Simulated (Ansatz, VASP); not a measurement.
## Ge: VASP beside Ansatz

```xyz
4
Lattice="4.4121 0.0000 0.0000 0.0000 7.3145 0.0000 0.0000 0.0000 3.2898" Properties=species:S:1:pos:R:3 pbc="T T T"
Ge    0.0904    1.8286    2.0884
Ge    4.3217    5.4859    1.2014
Ge    2.1156    5.4859    0.4435
Ge    2.2965    1.8286    2.8463
```

Alike in both runs: task single point; functional PBE; k mesh 4 × 4 × 6; occupations gaussian, width 0.1 eV; no spin polarisation.

|  | VASP | Ansatz |
| --- | --- | --- |
| version | VASP 6.6.1 | Ansatz 0.2.0 |
| potentials or method | VASP PAW PBE potentials, release 64 (Ge_d), cutoff 500 eV | scalar-relativistic, plane waves, PAW |
| valence electrons in the cell | 56 | 56 |

VASP gave:

| Property | Result |
| --- | --- |
| gap on the k mesh at the Fermi level (eV) | none |
| pressure (GPa) | 2.3 |
| traceless stress, the component that is largest in VASP (GPa) | 10.76 |
| rms of the force components (eV/Å) | 0.746 |

What did Ansatz give for the same quantities?

gap on the k mesh at the Fermi level (eV): none; pressure (GPa): 2.5; traceless stress, the component that is largest in VASP (GPa): 10.83; rms of the force components (eV/Å): 0.747.

Atom by atom the forces differ by 0.002 eV/Å (rms over components). A gap of «none» marks a metal or a gap that the smearing closes.
